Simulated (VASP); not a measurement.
A run of VASP 6.6.1:

INCAR

```
SYSTEM = Ta2H3
PREC = Accurate
ENCUT = 520
EDIFF = 1E-6
ISMEAR = 0
SIGMA = 0.1
LREAL = .FALSE.
LASPH = .TRUE.
NELM = 100
ALGO = Normal
ISIF = 2
LWAVE = .FALSE.
LCHARG = .TRUE.
GGA = PE
LELF = .TRUE.
LVHAR = .TRUE.
NBANDS = 20
```

File KPOINTS:

```
Automatic mesh
0
G
  6 6 4
  0 0 0
```

The input POSCAR:

```
Ta2H3
1.0
    2.7555077058     -2.7559352743      0.0000000000
    2.7555077058      2.7559352743      0.0000000000
    0.0000000000      0.0000000000      3.3413742467
Ta H
2 3
Direct
    0.0000000000      0.0000000000      0.5000000000
    0.5000000000      0.5000000000      0.5000000000
    0.0000000000      0.5000000000      0.0000000000
    0.5000000000      0.0000000000      0.0000000000
    0.5000000000      0.5000000000      0.0000000000
```

Potentials or basis: VASP PAW PBE potentials, release 64 (Ta_pv, H).

The run is started by

```sh
$ cat potpaw_PBE.64/Ta_pv/POTCAR potpaw_PBE.64/H/POTCAR > POTCAR
$ mpirun -np 1 vasp_std > vasp.out
```

Hardware: 1 thread of Intel Xeon 8259CL, with other jobs on the host.

How long does it take, and how much memory?

Wall time 57 s on 1 thread of Intel Xeon 8259CL (shared host), peak memory 0.18 GiB. Counts: scf iterations 13, k points 39.
